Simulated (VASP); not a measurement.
# SnO2 (R3m) in VASP: further runs, part 2 of 2

VASP 6.6.1. Earlier steps stand in the parts before.

### Step 3. Single point, LDA (11.39 Å³/atom)

This run uses another cell than the first one, of 11.39 Å³/atom.

Input file INCAR:

```
SYSTEM = SnO2
ALGO = Normal
EDIFF = 1E-7
ENCUT = 520
ISIF = 2
ISMEAR = 0
LASPH = .TRUE.
LCHARG = .FALSE.
LREAL = .FALSE.
LWAVE = .FALSE.
NBANDS = 64
NELM = 80
PREC = Accurate
SIGMA = 0.05
```

Input file KPOINTS:

```
k-points
0
G
  6 6 6
  0 0 0
```

Input file POSCAR:

```
SnO2
1.0
    2.9551233075      1.7061412371      4.5197625946
   -2.9551233075      1.7061412371      4.5197625946
    0.0000000000     -3.4122824741      4.5197625947
Sn O
4 8
Direct
    0.8645353782      0.8645353782      0.8645353782
    0.3648691645      0.3648691645      0.8648751974
    0.3648691645      0.8648751974      0.3648691645
    0.8648751974      0.3648691645      0.3648691645
    0.1199116729      0.6196051221      0.6196051221
    0.6196051221      0.1199116729      0.6196051221
    0.6196051221      0.6196051221      0.1199116729
    0.6099370359      0.6099370359      0.6099370359
    0.1198492242      0.1198492242      0.1198492242
    0.1096932183      0.1096932183      0.6100024814
    0.1096932183      0.6100024814      0.1096932183
    0.6100024814      0.1096932183      0.1096932183
```

Potentials or basis: VASP PAW LDA potentials, release 64 (Sn_d, O).

Launch:

```console
cat potpaw_LDA.64/Sn_d/POTCAR potpaw_LDA.64/O/POTCAR > POTCAR
mpirun -np 1 vasp_std > vasp.out
```

OUTCAR:

```text
SYSTEM = SnO2
   EDIFF = 1E-7
   ENCUT = 520
   ISIF = 2
   ISMEAR = 0
   LASPH = .TRUE.
   LREAL = .FALSE.
   NELM = 80
   PREC = Accurate

 ion  position               nearest neighbor table
   1  0.865  0.865  0.865-   7 2.01   6 2.01   5 2.01  10 2.01  11 2.01  12 2.01   3 2.96   4 2.96
                             3 2.96   4 2.96   2 2.96   2 2.96
   2  0.365  0.365  0.865-  11 2.01  12 2.01   9 2.01   8 2.01   5 2.01   6 2.01   3 2.96   4 2.96
                             1 2.96   1 2.96   4 2.96   3 2.96
   3  0.365  0.865  0.365-  12 2.01  10 2.01   9 2.01   8 2.01   5 2.01   7 2.01   2 2.96   4 2.96
                             1 2.96   1 2.96   2 2.96   4 2.96
   4  0.865  0.365  0.365-  11 2.01  10 2.01   9 2.01   8 2.01   6 2.01   7 2.01   2 2.96   3 2.96
                             1 2.96   1 2.96   2 2.96   3 2.96
   5  0.120  0.620  0.620-   1 2.01   3 2.01   2 2.01
   6  0.620  0.120  0.620-   1 2.01   4 2.01   2 2.01
   7  0.620  0.620  0.120-   1 2.01   3 2.01   4 2.01
   8  0.610  0.610  0.610-   2 2.01   3 2.01   4 2.01
   9  0.120  0.120  0.120-   2 2.01   3 2.01   4 2.01
  10  0.110  0.110  0.610-   3 2.01   4 2.01   1 2.01
  11  0.110  0.610  0.110-   4 2.01   2 2.01   1 2.01
  12  0.610  0.110  0.110-   3 2.01   2 2.01   1 2.01
[... 1823 lines left out ...]

  FORCE on cell =-STRESS in cart. coord.  units (eV):
  Direction    XX          YY          ZZ          XY          YZ          ZX
  --------------------------------------------------------------------------------------
  -------------------------------------------------------------------------------------
  Total       37.6767601     37.6767601      6.7258202      0.0000000     -0.0000000      0.0000000
  in kB      441.4958963    441.4958963     78.8130933      0.0000000     -0.0000000      0.0000000
  external PRESSURE =     320.6016287 kB  Pullay stress =       0.0000000 kB

 VOLUME and BASIS-vectors are now :
 -----------------------------------------------------------------------------
  energy-cutoff  :      520.00
  volume of cell :      136.73
      direct lattice vectors                 reciprocal lattice vectors
     2.955123308  1.706141237  4.519762595     0.169197677  0.097686325  0.073750186
    -2.955123308  1.706141237  4.519762595    -0.169197677  0.097686325  0.073750186
     0.000000000 -3.412282474  4.519762595     0.000000000 -0.195372649  0.073750186

 POSITION                                       TOTAL-FORCE (eV/Angst)
 -----------------------------------------------------------------------------------
      0.00000      0.00000     11.72248         0.000000      0.000000      0.005214
      0.00000     -1.70616      7.20727         0.000000      0.007047     -0.001997
     -1.47758      0.85308      7.20727         0.006103     -0.003523     -0.001997
      1.47758      0.85308      7.20727        -0.006103     -0.003523     -0.001997
     -1.47666     -0.85255      6.14291         0.005816      0.003358     -0.718053
      1.47666     -0.85255      6.14291        -0.005816      0.003358     -0.718053
      0.00000      1.70510      6.14291         0.000000     -0.006716     -0.718053
      0.00000      0.00000      8.27031         0.000000      0.000000      0.713976
      0.00000      0.00000      1.62507         0.000000     -0.000000     -0.726921
      0.00000     -1.70720      3.74864         0.000000     -0.006490      0.722627
     -1.47848      0.85360      3.74864        -0.005620      0.003245      0.722627
      1.47848      0.85360      3.74864         0.005620      0.003245      0.722627
 -----------------------------------------------------------------------------------
    total drift:                                0.000000     -0.000000      0.000968

  FREE ENERGIE OF THE ION-ELECTRON SYSTEM (eV)
  ---------------------------------------------------
  free  energy   TOTEN  =       -79.5444423751 eV

  energy  without entropy=      -79.5444423751  energy(sigma->0) =      -79.54444238
```

stdout:

```text
POSCAR found type information on POSCAR SnO
 POSCAR found :  2 types and      12 ions
 scaLAPACK will be used
 LDA part: xc-table for (Slater(with rela. corr.)+CA(PZ))
 , standard interpolation
 POSCAR, INCAR and KPOINTS ok, starting setup
 FFT: planning ... GRIDC
 FFT: planning ... GRID_SOFT
 FFT: planning ... GRID
 WAVECAR not read
 entering main loop
```

It took 5.6 min on 1 thread of Intel Xeon Platinum 8488C (Sapphire Rapids), shared host; peak memory 0.33 GiB.

Results:

* Free energy: -79.5444 eV
* Pressure: 32.1 GPa
* Largest force: 0.727 eV/Å
* Band gap on the k mesh: 3.18 eV

Forces in eV/Å, atoms in the order of the input:
```
Sn   0.000  0.000  0.005
Sn   0.000  0.007 -0.002
Sn   0.006 -0.004 -0.002
Sn  -0.006 -0.004 -0.002
O    0.006  0.003 -0.718
O   -0.006  0.003 -0.718
O    0.000 -0.007 -0.718
O    0.000  0.000  0.714
O    0.000  0.000 -0.727
O    0.000 -0.006  0.723
O   -0.006  0.003  0.723
O    0.006  0.003  0.723
```

Levels at points of the mesh, in eV from the valence-band top:
```tsv
k point	band 48	band 49	band 50	band 51	band 52	band 53	band 54	band 55	band 56	band 57
(0.00, 0.00, 0.00)	-0.37	-0.26	0.00	0.00	0.00	3.18	6.35	6.35	6.35	6.41
(0.50, 0.00, 0.00)	-0.63	-0.50	-0.50	-0.17	-0.17	5.79	5.79	7.39	7.39	8.19
(0.50, 0.50, 0.00)	-0.90	-0.55	-0.55	-0.15	-0.15	6.17	6.17	7.49	7.49	8.86
(0.50, 0.50, 0.50)	-0.65	-0.65	-0.65	-0.50	-0.50	4.79	6.63	7.01	7.01	7.01
```

Caveat: the cell stands under pressure; spin-orbit coupling is left out, which moves the levels of the heavy elements.

### Step 4. Single point, LDA (11.39 Å³/atom)

This run uses another cell than the first one, of 11.39 Å³/atom.

Input file INCAR:

```
SYSTEM = SnO2
ALGO = Normal ; EDIFF = 1E-7
ENCUT = 520 ; GGA = CA
ISIF = 2 ; ISMEAR = 0
LASPH = .TRUE. ; LCHARG = .FALSE.
LREAL = .FALSE. ; LWAVE = .FALSE.
NBANDS = 64 ; NELM = 100
PREC = Accurate ; SIGMA = 0.05
```

KPOINTS is that of step 3.

POSCAR: that of step 3 with these lines changed.

```diff
@@ -2,5 +2,5 @@
 1.0
-    2.9551233075      1.7061412371      4.5197625946
-   -2.9551233075      1.7061412371      4.5197625946
-    0.0000000000     -3.4122824741      4.5197625947
+    3.1399128933      1.8128295542      4.0034244560
+   -3.1399128933      1.8128295542      4.0034244560
+    0.0000000000     -3.6256591083      4.0034244560
 Sn O
```

Launch:

```console
cat potpaw_LDA.64/Sn_d/POTCAR potpaw_LDA.64/O/POTCAR > POTCAR
mpirun -np 1 vasp_std > vasp.out
```

Run time: 4.7 min. Hardware: 1 thread of Intel Xeon Platinum 8488C (Sapphire Rapids), shared host; peak memory 0.32 GiB.

It converged, with:

```
Free energy            : -81.7875 eV
Pressure               : 15.5 GPa
Largest force          : 0.835 eV/Å
Band gap on the k mesh : 2.14 eV
```

Forces on the atoms (eV/Å):
```
Sn   0.000  0.000  0.001
Sn   0.000 -0.001  0.000
Sn  -0.001  0.001  0.000
Sn   0.001  0.001  0.000
O    0.002  0.001 -0.834
O   -0.002  0.001 -0.834
O    0.000 -0.002 -0.834
O    0.000  0.000  0.833
O    0.000  0.000 -0.835
O    0.000 -0.002  0.834
O   -0.001  0.001  0.834
O    0.001  0.001  0.834
```

Stress tensor (GPa, compression positive):
```
18.49  0.00  0.00
 0.00 18.49  0.00
 0.00  0.00  9.58
```

Levels at points of the mesh, in eV from the valence-band top:
| k point | band 48 | band 49 | band 50 | band 51 | band 52 | band 53 | band 54 | band 55 | band 56 | band 57 |
| --- | --- | --- | --- | --- | --- | --- | --- | --- | --- | --- |
| (0.00, 0.00, 0.00) | -0.52 | -0.02 | 0.00 | 0.00 | 0.00 | 2.14 | 5.33 | 5.33 | 5.33 | 5.50 |
| (0.50, 0.00, 0.00) | -0.65 | -0.36 | -0.36 | -0.07 | -0.07 | 4.83 | 4.84 | 6.45 | 6.45 | 6.78 |
| (0.50, 0.50, 0.00) | -0.99 | -0.68 | -0.68 | -0.16 | -0.16 | 5.35 | 5.35 | 6.43 | 6.43 | 7.92 |
| (0.50, 0.50, 0.50) | -1.15 | -1.15 | -1.11 | -1.11 | -1.11 | 4.37 | 6.20 | 6.20 | 6.20 | 6.32 |

Caveat: the cell stands under pressure; spin-orbit coupling is left out, which moves the levels of the heavy elements.

### Step 5. The runs side by side

| cell | gap on the mesh (eV) | pressure (GPa) | largest force (eV/Å) |
| --- | --- | --- | --- |
| a = 5.418 Å, angles 75.2°, 12 atoms | 0.96 | -4.8 | 0.15 |
| a = 5.663 Å, angles 62.9°, 12 atoms | 3.18 | 32.1 | 0.73 |
| a = 5.401 Å, angles 71.1°, 12 atoms | 2.14 | 15.5 | 0.83 |

Alike in all rows: task single point; level LDA; potentials or basis VASP PAW LDA potentials, release 64 (Sn_d, O); no spin polarisation; k mesh 6 × 6 × 6; cutoff (eV) 520; smearing gaussian 0.05 eV.

Caveats: spin-orbit coupling is left out, which moves the levels of the heavy elements; the cell stands under pressure (at least some runs); the cell stands under tension (at least some runs).

Absolute energies hang on the potentials; compare differences alone.
